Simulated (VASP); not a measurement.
Write the native input for VASP 6.6.1 that does the following.

- Task: electric field gradients
- Functional: PBE
- Potentials or basis: VASP PAW PBE potentials, release 64 (Na_pv, C, O)
- Cutoff: 520 eV
- k mesh: 7 × 4 × 2
- Occupations: fermi-dirac, width 0.02 eV
- Spin: no spin polarisation
- Dipole correction: no
- Further INCAR settings: LREAL = Auto; ALGO = Normal; EDIFF = 1e-08; NBANDS = 67

The structure of Na2C2O5 lies in POSCAR:

```
Na2C2O5
1.0
    2.9064000000      0.0000000000      0.0000000000
    0.0000000000      5.4219000000      0.0000000000
   -0.8426020985      0.0000000000      9.6503848687
Na C O
4 4 10
Direct
    0.6194000000      0.4791000000      0.8779500000
    0.3806000000      0.9791000000      0.1220500000
    0.5250000000      0.2117000000      0.5831200000
    0.4750000000      0.7117000000      0.4168800000
    0.1860000000      0.7564000000      0.6629000000
    0.8140000000      0.2564000000      0.3371000000
    0.9810000000      0.0306000000      0.8474000000
    0.0190000000      0.5306000000      0.1526000000
    0.0938000000      0.7991000000      0.8009000000
    0.9062000000      0.2991000000      0.1991000000
    0.0745000000      0.2116000000      0.7742000000
    0.9255000000      0.7116000000      0.2258000000
    0.4234000000      0.5750000000      0.6523000000
    0.5766000000      0.0750000000      0.3477000000
    0.0257000000      0.8996000000      0.5713000000
    0.9743000000      0.3996000000      0.4287000000
    0.8120000000      0.0320000000      0.9569000000
    0.1880000000      0.5320000000      0.0431000000
```

The input as run:

INCAR

```
SYSTEM = Na2C2O5
ALGO     = Normal         ! electronic algorithm
EDIFF    = 1E-8           ! SCF threshold, eV
ENCUT    = 520            ! plane-wave cutoff, eV
GGA      = PE             ! functional
ISIF     = 2              ! what is computed and relaxed
ISMEAR   = -1             ! smearing method
LASPH    = .TRUE.         ! aspherical terms in the spheres
LCHARG   = .FALSE.        ! write CHGCAR
LEFG     = .TRUE.       
LREAL    = Auto         
LWAVE    = .FALSE.        ! write WAVECAR
NBANDS   = 67             ! bands
NELM     = 80             ! most SCF steps
PREC     = Accurate       ! precision mode
SIGMA    = 0.02           ! smearing width, eV
```

KPOINTS

```
k-points
0
G
  7 4 2
  0 0 0
```

Potentials or basis: VASP PAW PBE potentials, release 64 (Na_pv, C, O).

Run with:

```sh
$ cat potpaw_PBE.64/Na_pv/POTCAR potpaw_PBE.64/C/POTCAR potpaw_PBE.64/O/POTCAR > POTCAR
$ mpirun -np 1 vasp_std > vasp.out
```

It gave:

```json
{
 "Pressure": "29.7 GPa",
 "Largest force": "2.606 eV/Å",
 "Band gap on the k mesh": "4.71 eV (least direct gap 4.76 eV)",
 "Largest electric field gradient by atom": "Na -11.8, -12.3 (each value once); C -38.6, -37.5 (each value once); O +148.9, -123.5, -121.1, -116.4, -118.7 (each value once) V/Å²"
}
```

Caveat: the cell stands under pressure; without QUAD_EFG the Cq values of the log hold for a quadrupole moment of 1 mb, not for the nuclei; an odd mesh through Γ misses points on the zone boundary, where band edges can lie; forces of over 1 eV/Å act on the atoms, so gaps and moduli don't describe the material at rest.

Run time: 5.4 min on 1 thread of AMD EPYC 7R13 Processor (Zen 3), with other jobs on the host, peak memory 0.3 GiB.
